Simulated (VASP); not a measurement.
Input of a VASP 6.6.1 run:

The input INCAR:

```
SYSTEM = WC
ALGO = Normal
EDIFF = 1E-6
ENCUT = 520
GGA = PS
ISIF = 2
ISMEAR = 1
LASPH = .TRUE.
LCHARG = .TRUE.
LELF = .TRUE.
LREAL = .FALSE.
LVHAR = .TRUE.
LWAVE = .FALSE.
NBANDS = 16
NELM = 80
PREC = Accurate
SIGMA = 0.05
```

KPOINTS

```
k-points
0
G
  11 11 11
  0 0 0
```

Contents of POSCAR:

```
WC
1.0
    0.0000000000      2.1926800000      2.1926800000
    2.1926800000      0.0000000000      2.1926800000
    2.1926800000      2.1926800000      0.0000000000
W C
1 1
Direct
    0.0000000000      0.0000000000      0.0000000000
    0.5000000000      0.5000000000      0.5000000000
```

Potentials or basis: VASP PAW PBE potentials, release 64 (W_sv, C).

Launch:

```bash
$ cat potpaw_PBE.64/W_sv/POTCAR potpaw_PBE.64/C/POTCAR > POTCAR
$ mpirun -np 1 vasp_std > vasp.out
```

Q: Predict the pressure.

A: -9.0 GPa.

Q: What does it give for the band gap on the k mesh?

A: Zero (band 9 reaches 13.19 eV, above the bottom of band 10 at 10.11 eV).

Caveat: the PAW data sets were made with another functional, which shifts forces and pressure a little; spin-orbit coupling is left out, which moves the levels of the heavy elements.
